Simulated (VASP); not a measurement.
# SrCuGe (P-6m2) in VASP: vibrations by perturbation theory with LDA

Aim: the vibrations by perturbation theory of SrCuGe with LDA.

All numbers are computed with VASP 6.6.1; they aren't measurements. Logs are shortened: lines on timing, memory, paths and dates and some standing lists are left out, and cuts for length are marked.

### 1 The cell of the first run

It takes space group P-6m2 (No. 187, hexagonal). Conventional cell: a = 4.109 Å, b = 4.109 Å, c = 4.467 Å, α = 90.00°, β = 90.00°, γ = 120.00°. Within 4.5 Å of Sr (site symmetry -6m2) lie 6 Ge at 3.26 Å and 6 Cu at 3.26 Å and 8 Sr at 4.11 to 4.47 Å. Cu (site symmetry -6m2) has 3 Ge at 2.37 Å within 3.1 Å. Within 3.1 Å of Ge (site symmetry -6m2) lie 3 Cu at 2.37 Å.

### 2 Vibrations by perturbation theory, LDA

The input, INCAR:

```
PREC = Accurate ; ENCUT = 520
EDIFF = 1E-8 ; ISMEAR = -1
SIGMA = 0.15 ; LREAL = F
LASPH = T ; NELM = 100
ALGO = Normal ; ISIF = 2
LWAVE = F ; LCHARG = F
IBRION = 8 ; NSW = 1
```

The input, KPOINTS:

```
regular mesh
0
Gamma
  12 12 10
```

The input, POSCAR:

```
SrCuGe
1.0
    4.1094318720      0.0000000000      0.0000000000
   -2.0547159360      3.5588723962      0.0000000000
    0.0000000000      0.0000000000      4.4671487223
Sr Cu Ge
1 1 1
Direct
    0.6666666667      0.3333333333      0.0000000000
    0.0000000000      0.0000000000      0.5000000000
    0.3333333333      0.6666666667      0.5000000000
```

Potentials or basis: VASP PAW LDA potentials, release 64 (Sr_sv, Cu, Ge_d).

On the command line:

```console
$ cat potpaw_LDA.64/Sr_sv/POTCAR potpaw_LDA.64/Cu/POTCAR potpaw_LDA.64/Ge_d/POTCAR > POTCAR
$ mpirun -np 1 vasp_std > vasp.out
```

OUTCAR:

```text
PREC = Accurate
   ENCUT = 520
   EDIFF = 1E-8
   ISMEAR = -1
   LREAL = F
   LASPH = T
   NELM = 100
   ISIF = 2
   IBRION = 8
   NSW = 1

 ion  position               nearest neighbor table
   1  0.667  0.333  0.000-   3 3.26   3 3.26   2 3.26   2 3.26   3 3.26   3 3.26   2 3.26   2 3.26
                             2 3.26   2 3.26   3 3.26   3 3.26
   2  0.000  0.000  0.500-   3 2.37   3 2.37   3 2.37   1 3.26   1 3.26   1 3.26   1 3.26   1 3.26
                             1 3.26
   3  0.333  0.667  0.500-   2 2.37   2 2.37   2 2.37   1 3.26   1 3.26   1 3.26   1 3.26   1 3.26
                             1 3.26

  LATTYP: Found a hexagonal cell.
 ALAT       =     4.1094318720
 C/A-ratio  =     1.0870477627

  Lattice vectors:

 A1 = (   4.1094318720,   0.0000000000,   0.0000000000)
 A2 = (  -2.0547159360,   3.5588723962,   0.0000000000)
 A3 = (   0.0000000000,   0.0000000000,   4.4671487223)

Analysis of symmetry for initial positions (statically):
=====================================================================
 Subroutine PRICEL returns:
 Original cell was already a primitive cell.

 Routine SETGRP: Setting up the symmetry group for a
 hexagonal supercell.

 Subroutine GETGRP returns: Found 12 space group operations
 (whereof 12 operations were pure point group operations)
 out of a pool of 24 trial point group operations.

The static configuration has the point symmetry D_3h.

Analysis of symmetry for dynamics (positions and initial velocities):
=====================================================================
 Subroutine PRICEL returns:
 Original cell was already a primitive cell.

 Routine SETGRP: Setting up the symmetry group for a
 hexagonal supercell.

 Subroutine GETGRP returns: Found 12 space group operations
 (whereof 12 operations were pure point group operations)
 out of a pool of 24 trial point group operations.

The dynamic configuration has the point symmetry D_3h.
[... 756 lines left out ...]
 -----------------------------------------------------------------------------------
      2.05472      1.18629      0.00000         0.000000      0.000000      0.000000
      0.00000      0.00000      2.23357         0.000000     -0.000000      0.000000
     -0.00000      2.37258      2.23357        -0.000000      0.000000      0.000000
 -----------------------------------------------------------------------------------
    total drift:                               -0.000002      0.000001     -0.000000

  FREE ENERGIE OF THE ION-ELECTRON SYSTEM (eV)
  ---------------------------------------------------
  free  energy   TOTEN  =       -13.1699295607 eV

  energy  without entropy=      -13.0429841645  energy(sigma->0) =      -13.10645686

[... ionic steps 2 to 9 ...]

--------------------------------------- Ionic step       10  -------------------------------------------

------------------------ aborting loop because EDIFF is reached ----------------------------------------

[... ionic steps 11 to 11 ...]

--------------------------------------- Ionic step       12  -------------------------------------------

 Free energy of the ion-electron system (eV)
  ---------------------------------------------------
  ---------------------------------------------------
  free energy    TOTEN  =        -0.20103468 eV

  energy without entropy =       -0.20103468

------------------------ aborting loop because EDIFF is reached ----------------------------------------

 INTERNAL STRAIN TENSOR  FOR ION    3  DIRECTION 3   (eV/Angst):
 -----------------------------------------------------------------------------
     0.00082  0.00000 -0.00000
     0.00000  0.00082 -0.00000
     0.00000  0.00000  0.01622

 INTERNAL STRAIN TENSOR FOR ION    3 for displacements in x,y,z  (eV/Angst):
          X           Y           Z          XY          YZ          ZX
  --------------------------------------------------------------------------------
  x     0.00000     0.00000     0.00000     3.83045     0.00000     0.00000
  y     3.83045    -3.83045     0.00000    -0.00000     0.00000     0.00000
  z     0.00000     0.00000     0.00000     0.00000     0.00000    -0.00000

 SECOND DERIVATIVES (NOT SYMMETRIZED)
 ------------------------------------
               1X          1Y          1Z          2X          2Y          2Z          3X          3Y          3Z
  1X    -2.784402    0.000000    0.000000    1.043590    0.000000    0.000000    1.740812    0.000000    0.000000
  1Y    -0.000000   -2.784402    0.000000   -0.000000    1.043590    0.000000   -0.000000    1.740812    0.000000
  1Z     0.000000    0.000000   -7.385388    0.000000    0.000000    3.236405    0.000000    0.000000    4.148983
  2X     0.881124    0.000000    0.000000   -6.811850    0.000000    0.000000    5.930726    0.000000    0.000000
  2Y    -0.000000    0.881124    0.000000    0.000000   -6.811850    0.000000    0.000000    5.930726    0.000000
  2Z    -0.000000    0.000000    1.555881   -0.000000    0.000000   -2.499789    0.000000   -0.000000    0.943909
  3X     1.619401    0.000000    0.000000    5.968826   -0.000000    0.000000   -7.588227    0.000000    0.000000
  3Y    -0.000000    1.619401    0.000000   -0.000000    5.968826    0.000000    0.000000   -7.588227    0.000000
  3Z     0.000000   -0.000000    2.401977    0.000000    0.000000    0.936447    0.000000    0.000000   -3.338424

 Eigenvectors and eigenvalues of the dynamical matrix
 ----------------------------------------------------

   1 f  =    6.879528 THz    43.225350 2PiTHz  229.476356 cm-1    28.451429 meV
             X         Y         Z           dx          dy          dz
      2.054716  1.186291  0.000000    -0.035232    0.000000   -0.000000
      0.000000  0.000000  2.233574    -0.708671    0.000004    0.000000
     -0.000000  2.372582  2.233574     0.704659   -0.000004    0.000000
[... 43 lines left out ...]
   9 f/i=    0.726386 THz     4.564021 2PiTHz   24.229644 cm-1     3.004092 meV
             X         Y         Z           dx          dy          dz
      2.054716  1.186291  0.000000    -0.000000   -0.000000    0.513948
      0.000000  0.000000  2.233574    -0.000000   -0.000000    0.601654
     -0.000000  2.372582  2.233574    -0.000000   -0.000000    0.611449

--------------------------------------------------------------------------------------------------------

 ELASTIC MODULI CONTR FROM IONIC RELAXATION (kBar)
 Direction    XX          YY          ZZ          XY          YZ          ZX
 --------------------------------------------------------------------------------
 XX         -98.7769     98.7769      0.0000      0.0000      0.0000     -0.0000
 YY          98.7769    -98.7769      0.0000     -0.0000      0.0000      0.0000
 ZZ           0.0000      0.0000      0.0000      0.0000      0.0000      0.0000
 XY           0.0000     -0.0000      0.0000    -98.7769      0.0000     -0.0000
 YZ           0.0000      0.0000      0.0000      0.0000      0.0000      0.0000
 ZX          -0.0000      0.0000      0.0000     -0.0000      0.0000     -0.0000
 --------------------------------------------------------------------------------
```

OSZICAR:

```text
N       E                     dE             d eps       ncg     rms          rms(c)
DAV:   1     0.314680719848E+03    0.31468E+03   -0.16981E+04  5024   0.320E+03
DAV:   2     0.277501792596E+02   -0.28693E+03   -0.28011E+03  4814   0.641E+02
DAV:   3    -0.121754673606E+02   -0.39926E+02   -0.39126E+02  5511   0.192E+02
[... 124 lines left out ...]
RMM:  14    -0.201034639859E+00    0.38730E-07   -0.29331E-08 18692   0.843E-04    0.131E-05
RMM:  15    -0.201034649048E+00   -0.91891E-08   -0.11028E-07 18940   0.686E-04    0.151E-05
RMM:  16    -0.201034610824E+00    0.38224E-07   -0.63439E-09 18633   0.570E-04    0.267E-05
RMM:  17    -0.201034674330E+00   -0.63505E-07   -0.11094E-07 18579   0.492E-04    0.256E-05
RMM:  18    -0.201034676149E+00   -0.18193E-08    0.44388E-08 18672   0.429E-04    0.266E-05
 Linear response finished
```

Run time: 54 min. Hardware: 1 thread of Intel Xeon Platinum 8488C (Sapphire Rapids), shared host; peak memory 1.4 GiB.

What came out:

| Item | Value |
| --- | --- |
| Highest phonon frequency at Γ | 229 cm⁻¹ |
| Most unstable mode | 24i cm⁻¹ |

Phonon frequencies in cm⁻¹ (negative: imaginary):
```
              q point                        frequencies
(0.000, 0.000, 0.000)  -24 -3 -3 116 116 123 178 229 229
```

Caveat: some modes are imaginary.
